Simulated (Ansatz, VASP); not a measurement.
# CaGe4N in VASP and in Ansatz

```
CELL_PARAMETERS angstrom
5.31350 0.00000 0.00000
0.00000 5.31350 0.00000
0.00000 0.00000 5.31350
ATOMIC_POSITIONS crystal
Ca 0.50000 0.50000 0.50000
Ge 0.20866 0.20866 0.20866
Ge 0.79134 0.79134 0.20866
Ge 0.79134 0.20866 0.79134
Ge 0.20866 0.79134 0.79134
N 0.00000 0.00000 0.00000
```

Alike in both runs: task relaxation of cell and atoms; functional PBE; k mesh 8 × 8 × 8; occupations gaussian, width 0.1 eV; no spin polarisation.

|  | VASP | Ansatz |
| --- | --- | --- |
| version | VASP 6.6.1 | Ansatz 0.2.0 |
| potentials or method | VASP PAW PBE potentials, release 64 (Ca_sv, Ge_d, N), cutoff 600 eV | scalar-relativistic, plane waves, PAW |
| valence electrons in the cell | 71 | 71 |

|  | VASP | Ansatz | Ansatz less VASP |
| --- | --- | --- | --- |
| gap on the k mesh at the Fermi level, each at its own relaxed structure (eV) | none | none | - |
| relaxed volume (Å³/atom) | 25.09 | 25.07 | -0.018 |
| relaxed cell length with the largest relative difference (Å) | 5.320 | 5.318 | -0.0013 |

A gap of «none» marks a metal or a gap that the smearing closes.
